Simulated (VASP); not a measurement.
Mo, 4 atoms in the cell. The cell holds a wire or tube with vacuum around it, 4 atoms: a = 11.600 Å, b = 9.300 Å, c = 4.927 Å, α = 90.00°, β = 90.00°, γ = 90.00°. 

- Program: VASP 6.6.1
- Task: single point
- Functional: PBE
- Potentials or basis: VASP PAW PBE potentials, release 64 (Mo_sv)
- Cutoff: 520 eV
- k mesh: 1 × 1 × 13
- Occupations: gaussian, width 0.05 eV
- Spin: collinear spin
- Starting moments: [1.5, 1.5, 1.5, 1.5] μB
- Dipole correction: no
- Further INCAR settings: ALGO = Fast; EDIFF = 1e-07; NBANDS = 40

Potentials or basis: VASP PAW PBE potentials, release 64 (Mo_sv).

Launch:

```sh
$ cat potpaw_PBE.64/Mo_sv/POTCAR > POTCAR
$ mpirun -np 1 vasp_std > vasp.out
```

Hardware: 1 thread of Oxide Virtual Turin-like Processor, on a shared host.

Question: How long does it take, and how much memory?

Answer: Wall time 22 min on 1 thread of Oxide Virtual Turin-like Processor (shared host), peak memory 0.81 GiB. Counts: scf iterations 39, k points 7.
